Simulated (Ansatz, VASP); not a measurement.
## VN2: VASP beside Ansatz

INCAR

```
ALGO     = Normal         # electronic algorithm
EDIFF    = 1E-6           # SCF threshold, eV
ENCUT    = 520            # plane-wave cutoff, eV
GGA      = PE             # functional
ISIF     = 2              # what is computed and relaxed
ISMEAR   = 0              # smearing method
LASPH    = T              # aspherical terms in the spheres
LCHARG   = T              # write CHGCAR
LELF     = T              # ELF
LREAL    = F              # projectors in reciprocal space
LVHAR    = T            
LWAVE    = F              # write WAVECAR
NBANDS   = 32             # bands
NELM     = 60             # most SCF steps
PREC     = Accurate       # precision mode
SIGMA    = 0.15           # smearing width, eV
```

Contents of KPOINTS:

```
k-points
0
Gamma
  18 18 18
```

Contents of POSCAR:

```
VN2
1.0
   -2.2140383804      2.2140383804      2.3499157374
    2.2140383804     -2.2140383804      2.3499157374
    2.2140383804      2.2140383804     -2.3499157374
V N
2 4
Direct
    0.2500000000      0.2500000000      0.0000000000
    0.7500000000      0.7500000000      0.0000000000
    0.1135731475      0.6135731475      0.7271462950
    0.6135731475      0.8864268525      0.5000000000
    0.8864268525      0.3864268525      0.2728537050
    0.3864268525      0.1135731475      0.5000000000
```

Input for Ansatz:

```yaml
crystal:
  lattice:
    - [-2.2140383804, 2.2140383804, 2.3499157374]
    - [2.2140383804, -2.2140383804, 2.3499157374]
    - [2.2140383804, 2.2140383804, -2.3499157374]
  atoms:
    - { symbol: V, position: [0.25, 0.25, 0.0] }
    - { symbol: V, position: [0.75, 0.75, 0.0] }
    - { symbol: "N", position: [0.1135731475, 0.6135731475, 0.727146295] }
    - { symbol: "N", position: [0.6135731475, 0.8864268525, 0.5] }
    - { symbol: "N", position: [0.8864268525, 0.3864268525, 0.272853705] }
    - { symbol: "N", position: [0.3864268525, 0.1135731475, 0.5] }
basis:
  ecutwfc: 420
kpoints:
  mp_grid: { grid: [18, 18, 18] }
hamiltonian:
  xc: pbe
scf:
  occupations: { method: gaussian, width: 0.15 }
output:
  forces: true
  stress: true
  eigenvalues: true
  write_density: true
  write_potential: true
  elf: true
  volumetric_format: npy
```

Alike in both runs: task single point; functional PBE; k mesh 18 × 18 × 18; occupations gaussian, width 0.15 eV; no spin polarisation.

|  | VASP | Ansatz |
| --- | --- | --- |
| version | VASP 6.6.1 | Ansatz 0.2.0 |
| potentials or method | VASP PAW PBE potentials, release 64 (V_sv, N), cutoff 520 eV | scalar-relativistic, plane waves, PAW |
| valence electrons in the cell | 46 | 46 |

Ansatz gave:

```
gap on the k mesh at the Fermi level (eV)                     : none
pressure (GPa)                                                : -1.7
traceless stress, the component that is largest in VASP (GPa) : 36.03
rms of the force components (eV/Å)                            : 0.132
```

**Question.** Which values does VASP return?

**Answer.** gap on the k mesh at the Fermi level (eV): none; pressure (GPa): -1.1; traceless stress, the component that is largest in VASP (GPa): 35.91; rms of the force components (eV/Å): 0.116.

Atom by atom the forces differ by 0.017 eV/Å (rms over components). A gap of «none» marks a metal or a gap that the smearing closes.
